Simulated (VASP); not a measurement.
# Ca4AlO (F-43m) in VASP: further runs

Ca4AlO is run at these levels: PBE; tasks: single point, relaxation of cell and atoms.

All numbers are computed with VASP 6.6.1; they aren't measurements. Logs are shortened: lines on timing, memory, paths and dates and some standing lists are left out, and cuts for length are marked.

## (1) The cell of the first run

Symmetry: F-43m, No. 216, cubic system. Conventional cell: a = 7.886 Å, b = 7.886 Å, c = 7.886 Å, α = 90.00°, β = 90.00°, γ = 90.00°. Within 3.7 Å of Ca (site symmetry 3m) lie 6 Ca at 2.78 to 2.79 Å and 3 O at 3.27 Å and 3 Al at 3.27 Å. Within 4.3 Å of Al (site symmetry -43m) lie 12 Ca at 3.27 Å and 4 O at 3.41 Å. Within 4.3 Å of O (site symmetry -43m) lie 12 Ca at 3.27 Å and 4 Al at 3.41 Å.

The cell was built from a structure type or drawn by symmetry, and may not be a known phase.

## (2) Single point, PBE

The input, INCAR:

```
SYSTEM = Ca4AlO
ALGO = Normal
EDIFF = 1E-6
ENCUT = 520
GGA = PE
ISIF = 2
ISMEAR = 0
LASPH = .TRUE.
LCHARG = .TRUE.
LELF = .TRUE.
LREAL = .FALSE.
LVHAR = .TRUE.
LWAVE = .FALSE.
NBANDS = 34
NELM = 80
PREC = Accurate
SIGMA = 0.1
```

The input, KPOINTS:

```
k-points
0
G
  4 4 4
  0 0 0
```

The input, POSCAR:

```
Ca4AlO
1.0
    0.0000000000      3.9429703700      3.9429703700
    3.9429703700      0.0000000000      3.9429703700
    3.9429703700      3.9429703700      0.0000000000
Ca Al O
4 1 1
Direct
    0.8756525800      0.3747824700      0.3747824700
    0.3747824700      0.3747824700      0.8756525800
    0.3747824700      0.3747824700      0.3747824700
    0.3747824700      0.8756525800      0.3747824700
    0.7500000000      0.7500000000      0.7500000000
    0.0000000000      0.0000000000      0.0000000000
```

Potentials or basis: VASP PAW PBE potentials, release 64 (Ca_sv, Al, O).

Launch:

```bash
$ cat potpaw_PBE.64/Ca_sv/POTCAR potpaw_PBE.64/Al/POTCAR potpaw_PBE.64/O/POTCAR > POTCAR
$ mpirun -np 1 vasp_std > vasp.out
```

OUTCAR:

```text
SYSTEM = Ca4AlO
   EDIFF = 1E-6
   ENCUT = 520
   GGA = PE
   ISIF = 2
   ISMEAR = 0
   LASPH = .TRUE.
   LREAL = .FALSE.
   NELM = 80
   PREC = Accurate

 ion  position               nearest neighbor table
   1  0.876  0.375  0.375-   2 2.78   3 2.78   4 2.78   4 2.79   2 2.79   3 2.79   5 3.27   5 3.27
                             5 3.27
   2  0.375  0.375  0.876-   1 2.78   3 2.78   4 2.78   4 2.79   1 2.79   3 2.79   5 3.27   5 3.27
                             5 3.27
   3  0.375  0.375  0.375-   1 2.78   2 2.78   4 2.78   1 2.79   4 2.79   2 2.79   5 3.27   5 3.27
                             5 3.27
   4  0.375  0.876  0.375-   1 2.78   2 2.78   3 2.78   1 2.79   2 2.79   3 2.79   5 3.27   5 3.27
                             5 3.27
   5  0.750  0.750  0.750-   2 3.27   4 3.27   1 3.27   2 3.27   1 3.27   4 3.27   3 3.27   3 3.27
                             3 3.27   1 3.27   2 3.27   4 3.27
   6  0.000  0.000  0.000-

  LATTYP: Found a face centered cubic cell.
 ALAT       =     7.8859407400

  Lattice vectors:

 A1 = (   0.0000000000,   3.9429703700,   3.9429703700)
 A2 = (   3.9429703700,   0.0000000000,   3.9429703700)
 A3 = (   3.9429703700,   3.9429703700,   0.0000000000)

Analysis of symmetry for initial positions (statically):
=====================================================================
 Subroutine PRICEL returns:
 Original cell was already a primitive cell.

 Routine SETGRP: Setting up the symmetry group for a
 face centered cubic supercell.

 Subroutine GETGRP returns: Found 24 space group operations
 (whereof 24 operations were pure point group operations)
 out of a pool of 48 trial point group operations.

The static configuration has the point symmetry T_d .

Analysis of symmetry for dynamics (positions and initial velocities):
=====================================================================
 Subroutine PRICEL returns:
 Original cell was already a primitive cell.

 Routine SETGRP: Setting up the symmetry group for a
 face centered cubic supercell.

 Subroutine GETGRP returns: Found 24 space group operations
 (whereof 24 operations were pure point group operations)
 out of a pool of 48 trial point group operations.

The dynamic configuration has the point symmetry T_d .

 Subroutine INISYM returns: Found 24 space group operations
 (whereof 24 operations are pure point group operations),
 and found     1 'primitive' translations

----------------------------------------------------------------------------------------

                                     Primitive cell

  volume of cell :     122.6028

  direct lattice vectors                    reciprocal lattice vectors
     0.000000000  3.942970370  3.942970370    -0.126807953  0.126807953  0.126807953
     3.942970370  0.000000000  3.942970370     0.126807953 -0.126807953  0.126807953
     3.942970370  3.942970370  0.000000000     0.126807953  0.126807953 -0.126807953

  length of vectors
     5.576202173  5.576202173  5.576202173     0.219637817  0.219637817  0.219637817

  position of ions in fractional coordinates (direct lattice)
     0.875652580  0.374782470  0.374782470
     0.374782470  0.374782470  0.875652580
     0.374782470  0.374782470  0.374782470
     0.374782470  0.875652580  0.374782470
     0.750000000  0.750000000  0.750000000
     0.000000000  0.000000000  0.000000000

  ion indices of the primitive-cell ions
   primitive index   ion index
                 1           1
                 2           2
                 3           3
                 4           4
                 5           5
                 6           6

----------------------------------------------------------------------------------------

 KPOINTS: k-points

Automatic generation of k-mesh.
 Grid dimensions read from file:
 generate k-points for:    4    4    4

 Generating k-lattice:

  Cartesian coordinates                     Fractional coordinates (reciprocal lattice)
    -0.031701988  0.031701988  0.031701988     0.250000000  0.000000000  0.000000000
     0.031701988 -0.031701988  0.031701988     0.000000000  0.250000000  0.000000000
     0.031701988  0.031701988 -0.031701988     0.000000000  0.000000000  0.250000000

  Length of vectors
     0.054909454  0.054909454  0.054909454

  Shift w.r.t. Gamma in fractional coordinates (k-lattice)
     0.000000000  0.000000000  0.000000000

 Subroutine IBZKPT returns following result:
 ===========================================

 Found      8 irreducible k-points:

 Following reciprocal coordinates:
            Coordinates               Weight
  0.000000  0.000000  0.000000      1.000000
  0.250000  0.000000  0.000000      8.000000
  0.500000  0.000000  0.000000      4.000000
  0.250000  0.250000  0.000000      6.000000
  0.500000  0.250000  0.000000     24.000000
 -0.250000  0.250000  0.000000     12.000000
  0.500000  0.500000  0.000000      3.000000
 -0.250000  0.500000  0.250000      6.000000
   k-points           NKPTS =      8   k-points in BZ     NKDIM =      8   number of bands    NBANDS=     34
   number of dos      NEDOS =    301   number of ions     NIONS =      6
   total plane-waves  NPLWV =  74088
   dimension x,y,z NGX =    42 NGY =   42 NGZ =   42
   dimension x,y,z NGXF=    84 NGYF=   84 NGZF=   84
   ions per type =               4   1   1
   NGX,Y,Z   is equivalent  to a cutoff of  12.52, 12.52, 12.52 a.u.
   NGXF,Y,Z  is equivalent  to a cutoff of  25.04, 25.04, 25.04 a.u.
 SYSTEM =  Ca4AlO
   PREC   = accura    normal or accurate (medium, high low for compatibility)
   ISTART =      0    job   : 0-new  1-cont  2-samecut
   ICHARG =      2    charge: 1-file 2-atom 10-const
   ISPIN  =      1    spin polarized calculation?
   LNONCOLLINEAR =      F non collinear calculations
   LSORBIT =      F    spin-orbit coupling
   LASPH  =      T    aspherical Exc in radial PAW
   ENCUT  =  520.0 eV  38.22 Ry    6.18 a.u.  10.37 10.37 10.37*2*pi/ulx,y,z
   NELM   =     80;   NELMIN=  2; NELMDL= -5     # of ELM steps
   EDIFF  = 0.1E-05   stopping-criterion for ELM
   LREAL  =      F    real-space projection
   EDIFFG = 0.1E-04   stopping-criterion for IOM
   NSW    =      0    number of steps for IOM
   IBRION =     -1    ionic relax: 0-MD 1-quasi-New 2-CG
   NFREE  =      0    steps in history (QN), initial steepest desc. (CG)
   ISIF   =      2    stress and relaxation
   ISYM   =      2    0-nonsym 1-usesym 2-fastsym
   POTIM  = 0.5000    time-step for ionic-motion
   TEBEG  =    0.0;   TEEND  =   0.0 temperature during run
   PSTRESS=    0.0 pullay stress
   NELECT =      49.0000    total number of electrons
   NUPDOWN=      -1.0000    fix difference up-down
   EMIN   =  10.00;   EMAX   =-10.00  energy-range for DOS
   EFERMI =   0.00;   METHOD = LEGACY
   ISMEAR =     0;   SIGMA  =   0.10  broadening in eV -4-tet -1-fermi 0-gaus
   EFERMI_NEDOS =   21; number of points for ismear=-14 and -15
   IALGO  =     38    algorithm
   IMIX   =      4    mixing-type and parameters
     AMIX     =   0.40;   BMIX     =  1.00
     AMIX_MAG =   1.60;   BMIX_MAG =  1.00
  volume/ion in A,a.u.               =      20.43       137.89
  Fermi-wavevector in a.u.,A,eV,Ry     =   1.205887  2.278796 19.785101  1.454164
  Thomas-Fermi vector in A             =   2.341570
   LORBIT       =      0    0 simple, 1 ext, 2 COOP (PROOUT), +10 PAW based schemes
   GGA     = PE    functional components
   LHFCALC =     F    Hartree Fock is set to
   AEXX    =    0.0000 exact exchange contribution
   IVDW    =     0    specifies the selected vdW correction
   LEPSILON=     F    determine dielectric tensor
   LRPA    =     F    only Hartree local field effects (RPA)
 non-spin polarized calculation
 Gauss-broadening in eV      SIGMA  =   0.10
  energy-cutoff  :      520.00
  volume of cell :      122.60
 maximum number of plane-waves:      3327
 NGX is ok and might be reduce to    42
   NGX = 21   NGY = 21   NGZ = 21

 number of electron      49.0000004 magnetization

 Free energy of the ion-electron system (eV)
  ---------------------------------------------------
  ext. energy  EPLUGINS =         0.00000000
  ---------------------------------------------------
  free energy    TOTEN  =       -11.09131631 eV

  energy without entropy =      -11.04685447  energy(sigma->0) =      -11.06908539

 E-fermi :   4.3176     XC(G=0):  -9.7033

 val. band max:        4.2507299583   @ k =   0.5000   0.5000   0.0000
 cond. band min:       4.3185296242   @ k =   0.5000   0.2500   0.0000
 fundamental gap:      0.0677996659
 Fermi energy:         4.3176119280

 k-point     1 :       0.0000    0.0000    0.0000
  band No.  band energies     occupation
      1     -37.0038      2.00000
      2     -36.5269      2.00000
      3     -36.5269      2.00000
      4     -36.5269      2.00000
      5     -19.5239      2.00000
      6     -18.3802      2.00000
[... 26 lines left out ...]
     33       8.3652      0.00000
     34       8.3652      0.00000

 k-point     2 :       0.2500    0.0000    0.0000
  band No.  band energies     occupation
      1     -36.9562      2.00000
      2     -36.5797      2.00000
      3     -36.5273      2.00000
      4     -36.5273      2.00000
      5     -19.3350      2.00000
      6     -18.3253      2.00000
[... 26 lines left out ...]
     33       7.5915      0.00000
     34       8.0396      0.00000

 k-point     3 :       0.5000    0.0000    0.0000
  band No.  band energies     occupation
      1     -36.8892      2.00000
      2     -36.6519      2.00000
      3     -36.5276      2.00000
      4     -36.5276      2.00000
      5     -19.1126      2.00000
      6     -18.2244      2.00000
[... 26 lines left out ...]
     33       7.1606      0.00000
     34       7.1606      0.00000

 k-point     4 :       0.2500    0.2500    0.0000
  band No.  band energies     occupation
      1     -36.9372      2.00000
      2     -36.6000      2.00000
      3     -36.5276      2.00000
      4     -36.5276      2.00000
      5     -19.2524      2.00000
      6     -18.4095      2.00000
[... 26 lines left out ...]
     33       7.9038      0.00000
     34       7.9038      0.00000

 k-point     5 :       0.5000    0.2500    0.0000
  band No.  band energies     occupation
      1     -36.8554      2.00000
      2     -36.6866      2.00000
      3     -36.5281      2.00000
      4     -36.5279      2.00000
      5     -18.9546      2.00000
      6     -18.3972      2.00000
[... 26 lines left out ...]
     33       7.2796      0.00000
     34       7.3827      0.00000

 k-point     6 :      -0.2500    0.2500    0.0000
  band No.  band energies     occupation
      1     -36.8894      2.00000
      2     -36.6512      2.00000
      3     -36.5281      2.00000
      4     -36.5276      2.00000
      5     -19.0784      2.00000
      6     -18.3290      2.00000
[... 26 lines left out ...]
     33       7.2220      0.00000
     34       7.5899      0.00000

 k-point     7 :       0.5000    0.5000    0.0000
  band No.  band energies     occupation
      1     -36.7806      2.00000
      2     -36.7629      2.00000
      3     -36.5283      2.00000
      4     -36.5283      2.00000
      5     -18.6864      2.00000
      6     -18.6504      2.00000
[... 26 lines left out ...]
     33       7.2240      0.00000
     34       7.4687      0.00000

 k-point     8 :      -0.2500    0.5000    0.2500
  band No.  band energies     occupation
      1     -36.7806      2.00000
      2     -36.7629      2.00000
      3     -36.5283      2.00000
      4     -36.5283      2.00000
      5     -18.6577      2.00000
      6     -18.6179      2.00000
[... 26 lines left out ...]
     33       7.1101      0.00000
     34       7.5962      0.00000

------------------------ aborting loop because EDIFF is reached ----------------------------------------

  FORCE on cell =-STRESS in cart. coord.  units (eV):
  Direction    XX          YY          ZZ          XY          YZ          ZX
  --------------------------------------------------------------------------------------
  -------------------------------------------------------------------------------------
  Total        9.9860115      9.9860115      9.9860115     -0.0000000     -0.0000000     -0.0000000
  in kB      130.4974750    130.4974750    130.4974750     -0.0000000     -0.0000000     -0.0000000
  external PRESSURE =     130.4974750 kB  Pullay stress =       0.0000000 kB

 VOLUME and BASIS-vectors are now :
 -----------------------------------------------------------------------------
  energy-cutoff  :      520.00
  volume of cell :      122.60
      direct lattice vectors                 reciprocal lattice vectors
     0.000000000  3.942970370  3.942970370    -0.126807953  0.126807953  0.126807953
     3.942970370  0.000000000  3.942970370     0.126807953 -0.126807953  0.126807953
     3.942970370  3.942970370  0.000000000     0.126807953  0.126807953 -0.126807953

 POSITION                                       TOTAL-FORCE (eV/Angst)
 -----------------------------------------------------------------------------------
      2.95551      4.93043      4.93043        -0.083172      0.083172      0.083172
      4.93043      4.93043      2.95551         0.083172      0.083172     -0.083172
      2.95551      2.95551      2.95551        -0.083172     -0.083172     -0.083172
      4.93043      2.95551      4.93043         0.083172     -0.083172      0.083172
      5.91446      5.91446      5.91446         0.000000      0.000000      0.000000
      0.00000      0.00000      0.00000         0.000000      0.000000      0.000000
 -----------------------------------------------------------------------------------
    total drift:                                0.000069      0.000069      0.000070

  FREE ENERGIE OF THE ION-ELECTRON SYSTEM (eV)
  ---------------------------------------------------
  free  energy   TOTEN  =       -11.0913163113 eV

  energy  without entropy=      -11.0468544657  energy(sigma->0) =      -11.06908539
```

Wall time 55 s (1 thread of AMD EPYC 7R43 (Zen 3), shared host); peak memory 0.23 GiB.

Results:

* Free energy: -11.0913 eV
* Pressure: 13.0 GPa
* Largest force: 0.144 eV/Å
* Band gap on the k mesh: zero (an odd number of electrons rules out a gap without spin polarisation)

Forces in eV/Å, atoms in the order of the input:
```
Ca  -0.083  0.083  0.083
Ca   0.083  0.083 -0.083
Ca  -0.083 -0.083 -0.083
Ca   0.083 -0.083  0.083
Al   0.000  0.000  0.000
O    0.000  0.000  0.000
```

Levels at points of the mesh, in eV from the Fermi level:
```csv
k point,band 21,band 22,band 23,band 24,band 25,band 26,band 27,band 28
"(0.00, 0.00, 0.00)",-2.50,-2.20,-0.28,-0.28,-0.28,0.29,0.29,0.29
"(0.50, 0.00, 0.00)",-2.32,-1.12,-0.21,-0.14,-0.14,0.75,1.08,1.08
"(0.50, 0.50, 0.00)",-1.80,-1.28,-0.07,-0.07,0.01,0.64,1.47,1.78
```

Caveat: the cell stands under pressure; an odd number of electrons without spin polarisation forces a metal; a magnetic or distorted state may lie lower.

(Part 1 of 2 ends here.)
